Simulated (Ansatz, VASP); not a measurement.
## CaO: VASP beside Ansatz

File INCAR:

```
SYSTEM = CaO
PREC = Accurate
ENCUT = 520
EDIFF = 1E-6
ISMEAR = 0
SIGMA = 0.01
LREAL = .FALSE.
LASPH = .TRUE.
NELM = 60
ALGO = Normal
ISIF = 2
LWAVE = .FALSE.
LCHARG = .TRUE.
GGA = PS
LELF = .TRUE.
LVHAR = .TRUE.
NBANDS = 15
```

File KPOINTS:

```
Automatic mesh
0
G
  10 10 10
  0 0 0
```

File POSCAR:

```
CaO
1.0
    0.0000000000      2.3716583592      2.3716583592
    2.3716583592      0.0000000000      2.3716583592
    2.3716583592      2.3716583592      0.0000000000
Ca O
1 1
Direct
    0.0000000000      0.0000000000      0.0000000000
    0.5000000000      0.5000000000      0.5000000000
```

Input for Ansatz:

```yaml
crystal:
  lattice:
    - [0.0, 2.37165835915, 2.37165835915]
    - [2.37165835915, 0.0, 2.37165835915]
    - [2.37165835915, 2.37165835915, 0.0]
  atoms:
    - { symbol: Ca, position: [0.0, 0.0, 0.0] }
    - { symbol: O, position: [0.5, 0.5, 0.5] }
kpoints:
  mp_grid: { grid: [10, 10, 10] }
scf:
  occupations: { method: fixed }
  convergence: { dr2_threshold: 1.0e-10 }
hamiltonian:
  xc: pbesol
  pseudopotentials: { kind: all_electron, lapw: { basis_error: 0.0005 } }
output:
  forces: true
  stress: true
  eigenstates:
    kpoints:
      - [0.0, 0.0, 0.0]
      - [0.0, -0.5, -0.5]
      - [-0.5, 0.0, -0.5]
      - [-0.5, -0.5, 0.0]
      - [-0.5, 0.0, 0.0]
      - [0.0, -0.5, 0.0]
      - [0.0, 0.0, -0.5]
      - [-0.5, -0.5, -0.5]
  eigenvalues: true
```

Alike in both runs: task single point; functional PBEsol; k mesh 10 × 10 × 10; no spin polarisation.

```csv
,VASP,Ansatz
version,VASP 6.6.1,Ansatz 0.2.0
potentials or method,"VASP PAW PBE potentials, release 64 (Ca_sv, O), cutoff 520 eV","all-electron LAPW, scalar-relativistic"
occupations,"gaussian, width 0.01 eV",fixed
```

|  | VASP | Ansatz | Ansatz less VASP |
| --- | --- | --- | --- |
| gap on the k mesh at the Fermi level (eV) | 3.51 | 3.53 | +0.020 |
| pressure (GPa) | 2.4 | 1.8 | -0.65 |

VASP's potentials were made for PBE, not for PBEsol. Ansatz ran all-electron here, and VASP with PAW potentials.
